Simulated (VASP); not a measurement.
MnO:

```
CELL_PARAMETERS angstrom
3.37170 0.00000 0.00000
-1.68585 2.91998 0.00000
0.00000 0.00000 5.38550
ATOMIC_POSITIONS crystal
Mn 0.33333 0.66667 0.01096
Mn 0.66667 0.33333 0.51096
O 0.33333 0.66667 0.37547
O 0.66667 0.33333 0.87547
```

Base run:

```yaml
Program: VASP 6.6.1
Functional: PBE
Potentials_or_basis: VASP PAW PBE potentials, release 64 (Mn_pv, O)
Cutoff: 520 eV
k_mesh: 9 × 9 × 5
Occupations: fermi-dirac, width 0.05 eV
Spin: no spin polarisation
Hubbard_terms: Mn d U = 4.0 eV
```

Its results: band gap on the k mesh zero (bands 19 and 20 overlap by 0.84 eV); pressure -19.3 GPa; largest force 0.984 eV/Å.

Task: After a change of settings the same cell gave: band gap on the k mesh zero (bands 19 and 20 overlap by 0.38 eV); pressure -28.7 GPa; largest force 0.334 eV/Å. Which change was it?
A. spin from no spin polarisation to collinear spin, ferromagnetic start; further incar settings from ALGO = Normal; EDIFF = 1e-06; NBANDS = 27 to ALGO = Normal; EDIFF = 1e-07; NBANDS = 31
B. spin from no spin polarisation to collinear spin, antiferromagnetic start; further incar settings from ALGO = Normal; EDIFF = 1e-06; NBANDS = 27 to ALGO = Normal; EDIFF = 1e-06; NBANDS = 31
C. hubbard terms from Mn d U = 4.0 eV to none
D. functional from PBE to r2SCAN; hubbard terms from Mn d U = 4.0 eV to none

Result: C.

Caveats: the run has no spin polarisation, though such a crystal can be magnetic; the stress differs along the axes, from -24 to -10 GPa (at least some runs); U without spin polarisation on a metal has little footing (at least some runs); the stress differs along the axes, from -31 to -24 GPa (at least some runs); semilocal functionals often make such compounds metallic where correlation or magnetic order opens a gap, which also shifts bond lengths (at least some runs).
